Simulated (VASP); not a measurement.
Wanted: the native input for a VASP 6.6.1 run.

| Property | Result |
| --- | --- |
| Task | single point |
| Functional | PBEsol |
| Potentials or basis | VASP PAW PBE potentials, release 64 (Na_pv, Cl) |
| Cutoff | 520 eV |
| k mesh | 5 × 5 × 5 |
| Occupations | gaussian, width 0.01 eV |
| Spin | no spin polarisation |
| Dipole correction | no |
| Further INCAR settings | ALGO = Normal; EDIFF = 1e-06; NBANDS = 14 |

The structure of NaCl lies in POSCAR:

```
NaCl
1.0
    0.0000000000      2.8100000000      2.8100000000
    2.8100000000      0.0000000000      2.8100000000
    2.8100000000      2.8100000000      0.0000000000
Na Cl
1 1
Direct
    0.0000000000      0.0000000000      0.0182463077
    0.5000000000      0.5000000000      0.5173436923
```

These files were run (other wordings do the same):

INCAR

```
PREC = Accurate
ENCUT = 520
EDIFF = 1E-6
ISMEAR = 0
SIGMA = 0.01
LREAL = F
LASPH = T
NELM = 100
ALGO = Normal
ISIF = 2
LWAVE = F
LCHARG = F
GGA = PS
NBANDS = 14
```

KPOINTS

```
regular mesh
0
Gamma
  5 5 5
```

Potentials or basis: VASP PAW PBE potentials, release 64 (Na_pv, Cl).

Launch:

```console
$ cat potpaw_PBE.64/Na_pv/POTCAR potpaw_PBE.64/Cl/POTCAR > POTCAR
$ mpirun -np 1 vasp_std > vasp.out
```

It gave:

* Pressure: -0.2 GPa
* Largest force: 0.005 eV/Å
* Band gap on the k mesh: 4.97 eV, direct

Caveat: the PAW data sets were made with another functional, which shifts forces and pressure a little.

Wall time 18 s on 1 thread of AMD EPYC 7R13 Processor (Zen 3), with other jobs on the host, peak memory 0.13 GiB.
